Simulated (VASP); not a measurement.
Runs of VASP 6.6.1 on ScAl3. Symmetry: Pm-3m, No. 221, cubic system. The conventional cell has a = 4.088 Å, b = 4.088 Å, c = 4.088 Å, α = 90.00°, β = 90.00°, γ = 90.00°. Within 3.8 Å of Sc (site symmetry m-3m) lie 12 Al at 2.89 Å. Within 3.8 Å of Al (site symmetry 4/mmm) lie 4 Sc at 2.89 Å and 8 Al at 2.89 Å. 

```csv
level,potentials or basis,gap on the mesh (eV),pressure (GPa)
RPBE,"VASP PAW PBE potentials, release 64 (Sc_sv, Al)",none,3.0
r2SCAN,"VASP PAW PBE potentials, release 64 (Sc_sv, Al)",none,(a)
LDA,"VASP PAW LDA potentials, release 64 (Sc_sv, Al)",none,-3.7
PBE,"VASP PAW PBE potentials, release 64 (Sc_sv, Al)",none,1.0
```

Alike in all rows: task single point; no spin polarisation; cell as given; k mesh 6 × 6 × 6; cutoff (eV) 520; smearing methfessel-paxton 0.1 eV.

Problem. Fill in the values left out.

Solution. (a) -0.3.

Caveats: the PAW data sets were made with another functional, which shifts forces and pressure a little (some runs).

A gap of «none» marks levels without a gap at the run's occupations.
